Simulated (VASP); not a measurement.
Write the native input for VASP 6.6.1 that does the following.

| Item | Value |
| --- | --- |
| Task | single point |
| Functional | PBE |
| Dispersion | D3(BJ) |
| Potentials or basis | VASP PAW PBE potentials, release 64 (Al, As, H) |
| Cutoff | 400 eV |
| k mesh | 4 × 5 × 1 |
| Occupations | gaussian, width 0.05 eV |
| Spin | collinear spin |
| Starting moments | [0.0, 0.0, 0.0, 0.0, 0.0, 0.0, 0.0, 0.0, 0.0, 0.0, 0.0, 0.0, 0.0, 0.0, 0.0, 0.0, 1.0] μB |
| Dipole correction | yes |
| Further INCAR settings | ALGO = Normal; EDIFF = 1e-06; NBANDS = 50; NELMDL = -8 |

The structure of Al8As8H lies in POSCAR:

```
Al8As8H
1.0
    8.0103882425      0.0000000000      0.0000000000
    0.0000000000      5.6641998462      0.0000000000
    0.0000000000      0.0000000000     25.0077911819
Al As H
8 8 1
Direct
    0.2500000000      0.5000000000      0.3398940730
    0.7500000000      0.5000000000      0.3398940730
    0.5000000000      0.0000000000      0.4199729990
    0.0000000000      0.0000000000      0.4199729990
    0.7500000000      0.4942561248      0.4996251211
    0.2500000000      0.5192757642      0.5041302666
    0.0277301762     -0.0756133647      0.5599709250
    0.4722698238     -0.0756133647      0.5599709250
    0.5000000000      0.2500000000      0.3398940730
    0.0000000000      0.2500000000      0.3398940730
    0.7500000000      0.7500000000      0.4199729990
    0.2500000000      0.7500000000      0.4199729990
    0.0049300721      0.2545354812      0.5012037670
    0.4950699279      0.2545354812      0.5012037670
    0.2500000000      0.6954311399      0.5968727973
    0.7500000000      0.7661961642      0.5791457456
    0.7500000000      0.5862203277      0.6242193326
```

One way to write it, as run:

INCAR

```
ALGO = Normal
DIPOL = 0.5 0.5 0.469
EDIFF = 1E-6
ENCUT = 400
GGA = PE
GGA_COMPAT = False
IDIPOL = 3
ISIF = 2
ISMEAR = 0
ISPIN = 2
IVDW = 12
LASPH = True
LCHARG = True
LDIPOL = True
LELF = True
LORBIT = 11
LREAL = False
LVACPOTAV = True
LVHAR = True
LWAVE = False
MAGMOM = 0 0 0 0 0 0 0 0 0 0 0 0 0 0 0 0 1
NBANDS = 50
NELM = 200
NELMDL = -8
PREC = Accurate
SIGMA = 0.05
```

KPOINTS

```
k-points
0
Gamma
  4 5 1
```

Potentials or basis: VASP PAW PBE potentials, release 64 (Al, As, H).

Run with:

```console
$ cat potpaw_PBE.64/Al/POTCAR potpaw_PBE.64/As/POTCAR potpaw_PBE.64/H/POTCAR > POTCAR
$ mpirun -np 1 vasp_std > vasp.out
```

Results of the run:

```json
{"Largest force": "1.446 eV/Å", "Net moment": "0.59 μB per cell", "Site moments": "Al +0.05, +0.03, +0.00, +0.01 (each value once); As -0.00, +0.00, +0.01 (each value once); H +0.00 μB", "Valence electrons inside the program's atomic spheres": "Al 0.76, 0.75, 0.77, 0.78 (each value once); As 2.82, 2.89, 2.88, 2.90 (each value once); H 0.55", "Dispersion energy per atom": "-0.216 eV"}
```

Run time: 47 min on 1 thread of Intel(R) Xeon(R) Platinum 8259CL CPU @ 2.50GHz (Skylake/Cascade Lake) (shared host), peak memory 1.3 GiB.
